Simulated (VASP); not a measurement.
**Sn2Pt: single point with PBEsol**

System: Sn2Pt, a slab with vacuum.

```
Sn Pt
1.0
     4.56450    0.00000    0.00000
     0.00000    6.45518    0.00000
     0.00000    0.00000   24.12900
Sn Pt
10 5
Direct
  0.00000 0.75000 0.31083
  0.00000 0.25000 0.31083
  0.50000 0.25000 0.40541
  0.50000 0.75000 0.40541
  0.00000 0.75000 0.50000
  0.00000 0.25000 0.50000
  0.50000 0.25000 0.59459
  0.50000 0.75000 0.59459
  0.00000 0.75000 0.68917
  0.00000 0.25000 0.68917
  0.50000 0.50000 0.31083
  0.00000 0.00000 0.40541
  0.50000 0.50000 0.50000
  0.00000 0.00000 0.59459
  0.50000 0.50000 0.68917
```

| Quantity | Value |
| --- | --- |
| Program | VASP 6.6.1 |
| Task | single point |
| Functional | PBEsol |
| Potentials or basis | VASP PAW PBE potentials, release 64 (Sn_d, Pt) |
| Cutoff | 520 eV |
| k mesh | 8 × 6 × 1 |
| Occupations | gaussian, width 0.1 eV |
| Spin | no spin polarisation |
| Dipole correction | yes |
| Further INCAR settings | LREAL = Auto; ALGO = Fast; EDIFF = 1e-06; NBANDS = 108 |

```yaml
Largest_force: 1.373 eV/Å
Band_gap_on_the_k_mesh: zero (bands 95 and 96 overlap by 1.59 eV)
```

Forces in eV/Å, atoms in the order of the input:
```
Sn   0.000 -0.098 -0.577
Sn   0.000  0.098 -0.577
Sn   0.000  0.059 -0.296
Sn   0.000 -0.059 -0.296
Sn   0.000  0.056  0.000
Sn   0.000 -0.056  0.000
Sn   0.000  0.059  0.296
Sn   0.000 -0.059  0.296
Sn   0.000 -0.098  0.577
Sn   0.000  0.098  0.577
Pt   0.000  0.000  1.373
Pt   0.000  0.000  0.487
Pt   0.000  0.000  0.000
Pt   0.000  0.000 -0.487
Pt   0.000  0.000 -1.373
```

Levels at points of the mesh, in eV from the Fermi level:
| k point | band 91 | band 92 | band 93 | band 94 | band 95 | band 96 | band 97 | band 98 |
| --- | --- | --- | --- | --- | --- | --- | --- | --- |
| (0.00, 0.00, 0.00) | -1.40 | -1.09 | -0.13 | 0.25 | 1.00 | 1.11 | 1.16 | 1.26 |
| (0.50, 0.00, 0.00) | -1.75 | -1.42 | -1.42 | -0.76 | -0.68 | -0.59 | -0.10 | 0.20 |
| (0.00, 0.50, 0.00) | -0.60 | -0.52 | -0.34 | 0.00 | 0.02 | 0.06 | 0.13 | 0.24 |
| (0.50, 0.50, 0.00) | -1.10 | -1.09 | -0.92 | -0.56 | -0.20 | 0.07 | 0.77 | 1.11 |

Wall time 63 min on 1 thread of Oxide Virtual Turin-like Processor, on a shared host, peak memory 1.2 GiB.

Caveat: the PAW data sets were made with another functional, which shifts forces and pressure a little; spin-orbit coupling is left out, which moves the levels of the heavy elements.
